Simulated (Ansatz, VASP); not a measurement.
**One calculation of HfB2, two programs**

File INCAR:

```
ALGO = Normal
EDIFF = 1E-6
EDIFFG = -0.01
ENCUT = 600
GGA = PE
IBRION = 2
ISIF = 3
ISMEAR = 0
LASPH = True
LCHARG = False
LREAL = False
LWAVE = False
NELM = 60
NSW = 80
PREC = Accurate
SIGMA = 0.05
```

The input KPOINTS:

```
k-points
0
Gamma
  14 14 12
```

File POSCAR:

```
HfB2
1.0
    3.1400000000      0.0000000000      0.0000000000
   -1.5700000000      2.7193197679      0.0000000000
    0.0000000000      0.0000000000      3.4800000000
Hf B
1 2
Direct
    0.0000000000      0.0000000000      0.0000000000
    0.3333333333      0.6666666667      0.5000000000
    0.6666666667      0.3333333333      0.5000000000
```

Input for Ansatz:

```yaml
crystal:
  lattice:
    - [3.14, 0.0, 0.0]
    - [-1.57, 2.7193197679, 0.0]
    - [0.0, 0.0, 3.48]
  atoms:
    - { symbol: Hf, position: [0.0, 0.0, 0.0] }
    - { symbol: B, position: [0.3333333333, 0.6666666667, 0.5] }
    - { symbol: B, position: [0.6666666667, 0.3333333333, 0.5] }
basis:
  ecutwfc: 420
  ecutrho_ratio: 4
kpoints:
  mp_grid: { grid: [14, 14, 12] }
hamiltonian:
  xc: pbe
scf:
  occupations: { method: gaussian, width: 0.05 }
output:
  forces: true
  stress: true
  eigenvalues: true
relax:
  f_tol: 0.01
  max_steps: 60
  cell: { stress_tol: 0.04 }
```

Alike in both runs: task relaxation of cell and atoms; functional PBE; k mesh 14 × 14 × 12; occupations gaussian, width 0.05 eV; no spin polarisation.

|  | VASP | Ansatz |
| --- | --- | --- |
| version | VASP 6.6.1 | Ansatz 0.2.0 |
| potentials or method | VASP PAW PBE potentials, release 64 (Hf_pv, B), cutoff 600 eV | scalar-relativistic, plane waves, PAW |
| valence electrons in the cell | 16 | 32 |

```csv
,VASP,Ansatz,Ansatz less VASP
"gap on the k mesh at the Fermi level, each at its own relaxed structure (eV)",none,none,-
relaxed volume (Å³/atom),9.94,9.96,+0.015
relaxed cell length with the largest relative difference (Å),3.144,3.145,+0.0016
```

A gap of «none» marks a metal or a gap that the smearing closes. VASP's potentials hold 16 valence electrons a cell and Ansatz's 32, so a difference there can come from the potentials and not from the codes.

Neither program's run includes spin-orbit coupling.
